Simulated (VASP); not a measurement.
Au: single point with LDA

Crystal: Au.

```xyz
1
Lattice="0.0000 2.0075 2.0075 2.0075 0.0000 2.0075 2.0075 2.0075 0.0000" Properties=species:S:1:pos:R:3 pbc="T T T"
Au    0.0000    0.0000    0.0000
```

```json
{
  "Program": "VASP 6.6.1",
  "Task": "single point",
  "Functional": "LDA",
  "Potentials or basis": "VASP PAW LDA potentials, release 64 (Au)",
  "Cutoff": "500 eV",
  "k mesh": "11 × 11 × 11",
  "Occupations": "methfessel-paxton, width 0.1 eV",
  "Spin": "no spin polarisation"
}
```

```
Pressure : 5.7 GPa
```

Levels at points of the mesh, in eV from the Fermi level:
```
           k point  band 3  band 4  band 5  band 6  band 7  band 8  band 9  band 10
(0.00, 0.00, 0.00)   -4.95   -4.95   -3.27   -3.27   14.44   18.70   18.70    18.70
```

Run time: 7 s on 1 thread of Intel(R) Xeon(R) Platinum 8559C (Emerald Rapids) (shared host), peak memory 0.13 GiB.

Caveat: spin-orbit coupling is left out, which moves the levels of the heavy elements.
